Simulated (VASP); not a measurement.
# K3AlO2 (R-3m) in VASP: notebook

Runs on K3AlO2. Level: PBE. Tasks: relaxation of cell and atoms, single point.

All numbers are computed with VASP 6.6.1; they aren't measurements. Logs are shortened: lines on timing, memory, paths and dates and some standing lists are left out, and cuts for length are marked.

### Step 1. The cell of the first run

Symmetry: R-3m, No. 166, trigonal system. Conventional cell: a = 6.591 Å, b = 6.591 Å, c = 10.998 Å, α = 90.00°, β = 90.00°, γ = 120.00°. Within 3.0 Å of K (site symmetry 2/m) lie 2 O at 2.25 Å. Al (site symmetry -3m) has 2 O at 2.47 Å and 6 K at 3.30 Å within 3.3 Å. Within 3.0 Å of O (site symmetry 3m) lie 3 K at 2.25 Å and 1 Al at 2.47 Å.

### Step 2. Relaxation of cell and atoms, PBE

INCAR

```
SYSTEM = K3AlO2
PREC = Accurate
ENCUT = 600
EDIFF = 1E-6
ISMEAR = 0
SIGMA = 0.1
LREAL = .False.
LASPH = .True.
NELM = 60
ALGO = Normal
ISIF = 3
LWAVE = .False.
LCHARG = .False.
GGA = PE
IBRION = 2
NSW = 90
EDIFFG = -0.04
```

KPOINTS

```
Automatic mesh
0
Gamma
  3 3 3
  0 0 0
```

POSCAR

```
K3AlO2
1.0
    3.2952719300      1.9025261400      3.6659058000
   -3.2952719300      1.9025261400      3.6659058000
    0.0000000000     -3.8050522700      3.6659058000
K Al O
3 1 2
Direct
    0.0000000000      0.0000000000      0.5000000000
    0.5000000000      0.0000000000      0.0000000000
    0.0000000000      0.5000000000      0.0000000000
    0.5000000000      0.5000000000      0.5000000000
    0.2756678600      0.2756678600      0.2756678600
    0.7243321400      0.7243321400      0.7243321400
```

Potentials or basis: VASP PAW PBE potentials, release 64 (K_sv, Al, O).

Run with:

```console
$ cat potpaw_PBE.64/K_sv/POTCAR potpaw_PBE.64/Al/POTCAR potpaw_PBE.64/O/POTCAR > POTCAR
$ mpirun -np 1 vasp_std > vasp.out
```

OUTCAR:

```text
SYSTEM = K3AlO2
   PREC = Accurate
   ENCUT = 600
   EDIFF = 1E-6
   ISMEAR = 0
   LREAL = .False.
   LASPH = .True.
   NELM = 60
   ISIF = 3
   GGA = PE
   IBRION = 2
   NSW = 90
   EDIFFG = -0.04

 ion  position               nearest neighbor table
   1  0.000  0.000  0.500-   5 2.25   6 2.25   4 3.30   4 3.30   3 3.30   2 3.30   2 3.30   3 3.30

   2  0.500  0.000  0.000-   5 2.25   6 2.25   3 3.30   3 3.30   1 3.30   4 3.30   1 3.30   4 3.30

   3  0.000  0.500  0.000-   5 2.25   6 2.25   2 3.30   2 3.30   1 3.30   1 3.30   4 3.30   4 3.30

   4  0.500  0.500  0.500-   5 2.47   6 2.47   1 3.30   1 3.30   2 3.30   2 3.30   3 3.30   3 3.30

   5  0.276  0.276  0.276-   2 2.25   3 2.25   1 2.25   4 2.47
   6  0.724  0.724  0.724-   2 2.25   3 2.25   1 2.25   4 2.47

  LATTYP: Found a trigonal (rhomboedric) cell.
 ALAT       =     5.2836813057
 COS(alpha) =     0.2220722129

  Lattice vectors:

 A1 = (   3.2952719300,   1.9025261400,   3.6659058000)
 A2 = (  -3.2952719300,   1.9025261400,   3.6659058000)
 A3 = (   0.0000000000,  -3.8050522700,   3.6659058000)

Analysis of symmetry for initial positions (statically):
=====================================================================
 Subroutine PRICEL returns:
 Original cell was already a primitive cell.

 Routine SETGRP: Setting up the symmetry group for a
 trigonal (rhombohedral) supercell.

 Subroutine GETGRP returns: Found 12 space group operations
 (whereof 12 operations were pure point group operations)
 out of a pool of 12 trial point group operations.

The static configuration has the point symmetry D_3d.

Analysis of symmetry for dynamics (positions and initial velocities):
=====================================================================
 Subroutine PRICEL returns:
 Original cell was already a primitive cell.

 Routine SETGRP: Setting up the symmetry group for a
 trigonal (rhombohedral) supercell.

 Subroutine GETGRP returns: Found 12 space group operations
 (whereof 12 operations were pure point group operations)
 out of a pool of 12 trial point group operations.

The dynamic configuration has the point symmetry D_3d.

 Subroutine INISYM returns: Found 12 space group operations
 (whereof 12 operations are pure point group operations),
 and found     1 'primitive' translations

----------------------------------------------------------------------------------------

                                     Primitive cell

  volume of cell :     137.8969

  direct lattice vectors                    reciprocal lattice vectors
     3.295271930  1.902526140  3.665905800     0.151732546  0.087602826  0.090927959
    -3.295271930  1.902526140  3.665905800    -0.151732546  0.087602826  0.090927959
     0.000000000 -3.805052270  3.665905800     0.000000000 -0.175205653  0.090927959

  length of vectors
     5.283681306  5.283681306  5.283681303     0.197395325  0.197395325  0.197395325

  position of ions in fractional coordinates (direct lattice)
     0.000000000  0.000000000  0.500000000
     0.500000000  1.000000000  0.000000000
     1.000000000  0.500000000  0.000000000
     0.500000000  0.500000000  0.500000000
     0.275667860  0.275667860  0.275667860
     0.724332140  0.724332140  0.724332140

  ion indices of the primitive-cell ions
   primitive index   ion index
                 1           1
                 2           2
                 3           3
                 4           4
                 5           5
                 6           6

----------------------------------------------------------------------------------------

 KPOINTS: Automatic mesh

Automatic generation of k-mesh.
 Grid dimensions read from file:
 generate k-points for:    3    3    3

 Generating k-lattice:

  Cartesian coordinates                     Fractional coordinates (reciprocal lattice)
     0.050577515  0.029200942  0.030309320     0.333333333  0.000000000  0.000000000
    -0.050577515  0.029200942  0.030309320     0.000000000  0.333333333  0.000000000
     0.000000000 -0.058401884  0.030309320     0.000000000  0.000000000  0.333333333

  Length of vectors
     0.065798442  0.065798442  0.065798442

  Shift w.r.t. Gamma in fractional coordinates (k-lattice)
     0.000000000  0.000000000  0.000000000

 Subroutine IBZKPT returns following result:
 ===========================================

 Found      6 irreducible k-points:

 Following reciprocal coordinates:
            Coordinates               Weight
  0.000000  0.000000  0.000000      1.000000
  0.333333 -0.000000  0.000000      6.000000
  0.333333  0.333333  0.000000      6.000000
 -0.333333  0.333333  0.000000      6.000000
  0.333333  0.333333  0.333333      2.000000
 -0.333333  0.333333  0.333333      6.000000
   k-points           NKPTS =      6   k-points in BZ     NKDIM =      6   number of bands    NBANDS=     25
   number of dos      NEDOS =    301   number of ions     NIONS =      6
   total plane-waves  NPLWV =  74088
   dimension x,y,z NGX =    42 NGY =   42 NGZ =   42
   dimension x,y,z NGXF=    84 NGYF=   84 NGZF=   84
   ions per type =               3   1   2
   NGX,Y,Z   is equivalent  to a cutoff of  13.21, 13.21, 13.21 a.u.
   NGXF,Y,Z  is equivalent  to a cutoff of  26.43, 26.43, 26.43 a.u.
 SYSTEM =  K3AlO2
   PREC   = accura    normal or accurate (medium, high low for compatibility)
   ISTART =      0    job   : 0-new  1-cont  2-samecut
   ICHARG =      2    charge: 1-file 2-atom 10-const
   ISPIN  =      1    spin polarized calculation?
   LNONCOLLINEAR =      F non collinear calculations
   LSORBIT =      F    spin-orbit coupling
   LASPH  =      T    aspherical Exc in radial PAW
   ENCUT  =  600.0 eV  44.10 Ry    6.64 a.u.  10.55 10.55 10.55*2*pi/ulx,y,z
   NELM   =     60;   NELMIN=  2; NELMDL= -5     # of ELM steps
   EDIFF  = 0.1E-05   stopping-criterion for ELM
   LREAL  =      F    real-space projection
   EDIFFG = -.4E-01   stopping-criterion for IOM
   NSW    =     90    number of steps for IOM
   IBRION =      2    ionic relax: 0-MD 1-quasi-New 2-CG
   NFREE  =      1    steps in history (QN), initial steepest desc. (CG)
   ISIF   =      3    stress and relaxation
   ISYM   =      2    0-nonsym 1-usesym 2-fastsym
   POTIM  = 0.5000    time-step for ionic-motion
   TEBEG  =    0.0;   TEEND  =   0.0 temperature during run
   PSTRESS=    0.0 pullay stress
   NELECT =      42.0000    total number of electrons
   NUPDOWN=      -1.0000    fix difference up-down
   EMIN   =  10.00;   EMAX   =-10.00  energy-range for DOS
   EFERMI =   0.00;   METHOD = LEGACY
   ISMEAR =     0;   SIGMA  =   0.10  broadening in eV -4-tet -1-fermi 0-gaus
   EFERMI_NEDOS =   21; number of points for ismear=-14 and -15
   IALGO  =     38    algorithm
   IMIX   =      4    mixing-type and parameters
     AMIX     =   0.40;   BMIX     =  1.00
     AMIX_MAG =   1.60;   BMIX_MAG =  1.00
  volume/ion in A,a.u.               =      22.98       155.10
  Fermi-wavevector in a.u.,A,eV,Ry     =   1.101471  2.081479 16.507114  1.213239
  Thomas-Fermi vector in A             =   2.237899
   LORBIT       =      0    0 simple, 1 ext, 2 COOP (PROOUT), +10 PAW based schemes
   GGA     = PE    functional components
   LHFCALC =     F    Hartree Fock is set to
   AEXX    =    0.0000 exact exchange contribution
   IVDW    =     0    specifies the selected vdW correction
   LEPSILON=     F    determine dielectric tensor
   LRPA    =     F    only Hartree local field effects (RPA)
 conjugate gradient relaxation of ions
 non-spin polarized calculation
 Gauss-broadening in eV      SIGMA  =   0.10
  energy-cutoff  :      600.00
  volume of cell :      137.90
 maximum number of plane-waves:      4629
 NGX is ok and might be reduce to    42
   NGX = 21   NGY = 21   NGZ = 21

--------------------------------------- Ionic step        1  -------------------------------------------

 number of electron      42.0000004 magnetization

 Free energy of the ion-electron system (eV)
  ---------------------------------------------------
  ext. energy  EPLUGINS =         0.00000000
  ---------------------------------------------------
  free energy    TOTEN  =       -17.97935584 eV

  energy without entropy =      -17.97935584  energy(sigma->0) =      -17.97935584

------------------------ aborting loop because EDIFF is reached ----------------------------------------

  FORCE on cell =-STRESS in cart. coord.  units (eV):
  Direction    XX          YY          ZZ          XY          YZ          ZX
  --------------------------------------------------------------------------------------
  -------------------------------------------------------------------------------------
  Total       13.9017264     13.9017264     -3.9717560      0.0000000     -0.0000000      0.0000000
  in kB      161.5194683    161.5194684    -46.1464927      0.0000000     -0.0000000      0.0000000
  external PRESSURE =      92.2974813 kB  Pullay stress =       0.0000000 kB
[... 101 lines left out ...]
  FREE ENERGIE OF THE ION-ELECTRON SYSTEM (eV)
  ---------------------------------------------------
  free  energy   TOTEN  =       -22.7249287291 eV

  energy  without entropy=      -22.7249265767  energy(sigma->0) =      -22.72492765

[... ionic steps 4 to 16 ...]

--------------------------------------- Ionic step       17  -------------------------------------------

 number of electron      41.9999984 magnetization

------------------------ aborting loop because EDIFF is reached ----------------------------------------

  FORCE on cell =-STRESS in cart. coord.  units (eV):
  Direction    XX          YY          ZZ          XY          YZ          ZX
  --------------------------------------------------------------------------------------
  -------------------------------------------------------------------------------------
  Total        0.1389373      0.1389373     -0.0770645      0.0000000     -0.0000000     -0.0000000
  in kB        1.2841098      1.2841098     -0.7122585      0.0000000     -0.0000000     -0.0000000
  external PRESSURE =       0.6186537 kB  Pullay stress =       0.0000000 kB
[... 65 lines left out ...]
  energy  without entropy=      -23.6983397027  energy(sigma->0) =      -23.69834394

--------------------------------------- Ionic step       19  -------------------------------------------

 number of electron      42.0000005 magnetization

 Free energy of the ion-electron system (eV)
  ---------------------------------------------------
  ext. energy  EPLUGINS =         0.00000000
  ---------------------------------------------------
  free energy    TOTEN  =       -23.69958820 eV

  energy without entropy =      -23.69958367  energy(sigma->0) =      -23.69958593

 E-fermi :   1.7754     XC(G=0):  -7.3931

 val. band max:        1.4993252380   @ k =   0.3333   0.3333   0.3333
 cond. band min:       2.0686202692   @ k =   0.3333  -0.0000   0.0000
 fundamental gap:      0.5692950312
 Fermi energy:         1.7753868694

 k-point     1 :       0.0000    0.0000    0.0000
  band No.  band energies     occupation
      1     -29.9273      2.00000
      2     -29.8835      2.00000
      3     -29.8835      2.00000
      4     -16.5581      2.00000
      5     -16.4762      2.00000
      6     -13.6900      2.00000
[... 190 lines left out ...]
  FREE ENERGIE OF THE ION-ELECTRON SYSTEM (eV)
  ---------------------------------------------------
  free  energy   TOTEN  =       -23.6995881965 eV

  energy  without entropy=      -23.6995836689  energy(sigma->0) =      -23.69958593

 reached required accuracy - stopping structural energy minimisation
```

Run time: 7.8 min. Hardware: 1 thread of Intel Xeon Platinum 8375C at 2.90GHz (Ice Lake), shared host; peak memory 0.27 GiB.

What came out:

```
Free energy                            : -23.6996 eV
Relaxed volume                         : 28.76 Å³/atom
Relaxed cell                           : a = 5.573 Å, b = 5.573 Å, c = 5.573 Å, α = 92.50°, β = 92.50°, γ = 92.50°
Space group after relaxing (to 0.05 Å) : R-3m (No. 166)
Energy gained by relaxing              : 953.4 meV/atom
Ionic steps                            : 19
Pressure after relaxing                : 0.0 GPa
Largest force after relaxing           : 0.037 eV/Å
Band gap on the k mesh                 : 0.57 eV, indirect (least direct gap 0.90 eV)
```

Forces in eV/Å, atoms in the order of the input:
```
K    0.000  0.000  0.000
K    0.000  0.000  0.000
K    0.000  0.000  0.000
Al   0.000  0.000  0.000
O    0.000  0.000  0.037
O    0.000  0.000 -0.037
```

The path:
```
step  energy change (eV)  largest force (eV/Å)  pressure (GPa)  volume (Å³)
   1              0.0000                4.2930            9.23       137.90
   2             -3.3356                2.6989           -1.21       165.00
   3             -4.7456                2.3996           -4.01       188.46
   4             -3.5198                7.3242            0.92       236.98
   5             -5.0133                2.1781           -4.30       197.36
   6             -5.2595                0.6865           -3.61       213.73
   7             -5.2472                1.4437           -4.05       207.89
   8             -3.8914               10.0061            7.45       183.43
   9             -5.5142                0.3392           -1.91       199.21
  10             -5.5151                0.4286           -1.81       198.93
  11             -5.5153                0.4934           -1.74       198.73
  12             -5.6546                0.2369           -1.12       186.95
  13             -5.7101                0.0267           -0.34       175.80
  14             -5.7109                0.0664           -0.21       174.24
  15             -5.7089                0.3942            0.48       172.28
  16             -5.7128                0.1160            0.07       173.43
  17             -5.7147                0.0970            0.06       173.35
  18             -5.7190                0.0451            0.05       173.10
  19             -5.7202                0.0366            0.04       172.54
```

Final structure:
```
K Al O
1.0
     4.02555    2.32415    3.07353
    -4.02555    2.32415    3.07353
     0.00000   -4.64830    3.07353
K Al O
3 1 2
Direct
  0.00000 0.00000 0.50000
  0.50000 0.00000 0.00000
  0.00000 0.50000 0.00000
  0.50000 0.50000 0.50000
  0.31455 0.31455 0.31455
  0.68545 0.68545 0.68545
```

Caveat: the volume moved by over 15 % at a fixed basis, so the end points are rough. A k mesh can miss the band edges.

### Step 3. Single point, PBE

This run uses another cell than the first one, of 29.72 Å³/atom, 1.293 times its volume.

INCAR

```
PREC = Accurate ; ENCUT = 520
EDIFF = 1E-6 ; ISMEAR = 0
SIGMA = 0.02 ; LREAL = False
LASPH = True ; NELM = 80
ALGO = Normal ; ISIF = 2
LWAVE = False ; LCHARG = True
GGA = PE ; LELF = True
LVHAR = True ; NBANDS = 30
```

KPOINTS

```
Automatic mesh
0
Gamma
  6 6 6
```

POSCAR

```
K3AlO2
1.0
    4.1751520573      2.4105251642      2.9534903925
   -4.1751520573      2.4105251642      2.9534903925
    0.0000000000     -4.8210503284      2.9534903925
K Al O
3 1 2
Direct
    0.0000000000      0.0000000000      0.5000000000
    0.5000000000      0.0000000000      0.0000000000
    0.0000000000      0.5000000000      0.0000000000
    0.5000000000      0.5000000000      0.5000000000
    0.3068753793      0.3068753793      0.3068753793
    0.6931246207      0.6931246207      0.6931246207
```

Potentials or basis: VASP PAW PBE potentials, release 64 (K_sv, Al, O).

Run with:

```console
$ cat potpaw_PBE.64/K_sv/POTCAR potpaw_PBE.64/Al/POTCAR potpaw_PBE.64/O/POTCAR > POTCAR
$ mpirun -np 1 vasp_std > vasp.out
```

It took 2.8 min on 1 thread of Intel Xeon Platinum 8375C at 2.90GHz (Ice Lake), shared host; peak memory 0.33 GiB.

The run converged. Its results:

```yaml
Free_energy: -23.6929 eV
Pressure: 0.1 GPa
Largest_force: 0.057 eV/Å
Band_gap_on_the_k_mesh: zero (band 21 reaches 1.76 eV, above the bottom of band 22 at 1.47 eV)
```

Forces in eV/Å, atoms in the order of the input:
```
K    0.000  0.000  0.000
K    0.000  0.000  0.000
K    0.000  0.000  0.000
Al   0.000  0.000  0.000
O    0.000  0.000 -0.057
O    0.000  0.000  0.057
```

Stress tensor (GPa, compression positive):
```
0.03 0.00 0.00
0.00 0.03 0.00
0.00 0.00 0.18
```

Levels at points of the mesh, in eV from the Fermi level:
```tsv
k point	band 18	band 19	band 20	band 21	band 22	band 23	band 24	band 25
(0.00, 0.00, 0.00)	-3.51	-3.46	-3.46	-2.04	1.22	1.71	1.71	2.36
(0.50, 0.00, 0.00)	-3.71	-3.34	-3.22	-0.67	-0.13	1.48	1.96	2.72
(0.50, 0.50, 0.00)	-3.64	-3.33	-3.10	-0.11	0.70	0.91	0.95	2.98
(0.50, 0.50, 0.50)	-3.72	-3.41	-3.41	0.16	1.16	1.16	1.62	1.62
```

(Continued in part 2 of 2.)
